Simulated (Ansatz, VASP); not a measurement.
TiC: VASP beside Ansatz

```
CELL_PARAMETERS angstrom
0.00000 2.14536 2.14536
2.14536 0.00000 2.14536
2.14536 2.14536 0.00000
ATOMIC_POSITIONS crystal
Ti 0.00000 0.00000 0.00000
C 0.50000 0.50000 0.50000
```

Alike in both runs: functional PBE; dispersion D3(BJ); k mesh 16 × 16 × 16; occupations gaussian, width 0.1 eV; no spin polarisation.

Ansatz relaxed the structure, and its values are those at the end. VASP's run is a single point on that final structure, the one shown.

|  | VASP | Ansatz |
| --- | --- | --- |
| version | VASP 6.6.1 | Ansatz 0.2.0 |
| potentials or method | VASP PAW PBE potentials, release 64 (Ti_sv, C), cutoff 600 eV | scalar-relativistic, plane waves, PAW |
| valence electrons in the cell | 16 | 16 |

Ansatz gave:

```
gap on the k mesh at the Fermi level (eV) : none
pressure (GPa)                            : 0.0
```

Q: What did VASP give for the same quantities?

A: gap on the k mesh at the Fermi level (eV): none; pressure (GPa): 0.2.

A gap of «none» marks a metal or a gap that the smearing closes.
